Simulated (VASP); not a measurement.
Input of a VASP 6.6.1 run:

The input INCAR:

```
PREC     = Accurate       # precision mode
ENCUT    = 600            # plane-wave cutoff, eV
EDIFF    = 1E-6           # SCF threshold, eV
ISMEAR   = 0              # smearing method
SIGMA    = 0.01           # smearing width, eV
LREAL    = False          # projectors in reciprocal space
LASPH    = True           # aspherical terms in the spheres
NELM     = 120            # most SCF steps
ALGO     = Normal         # electronic algorithm
ISIF     = 2              # what is computed and relaxed
LWAVE    = False          # write WAVECAR
LCHARG   = False          # write CHGCAR
GGA      = PS             # functional
NBANDS   = 11             # bands
GGA_COMPAT= False
```

File KPOINTS:

```
Automatic mesh
0
Gamma
  8 8 8
```

The input POSCAR:

```
BeS
1.0
    0.0000000000      2.4188655904      2.4188655904
    2.4188655904      0.0000000000      2.4188655904
    2.4188655904      2.4188655904      0.0000000000
Be S
1 1
Direct
    0.0000000000      0.0000000000      0.0000000000
    0.2500000000      0.2500000000      0.2500000000
```

Potentials or basis: VASP PAW PBE potentials, release 64 (Be, S).

The run is started by

```console
$ cat potpaw_PBE.64/Be/POTCAR potpaw_PBE.64/S/POTCAR > POTCAR
$ mpirun -np 1 vasp_std > vasp.out
```

(1) What does it give for the band gap on the k mesh?

(2) What does it give for the pressure?

Answers

(1) 2.91 eV, indirect (least direct gap 5.61 eV).

(2) 0.2 GPa.

Caveat: the PAW data sets were made with another functional, which shifts forces and pressure a little.
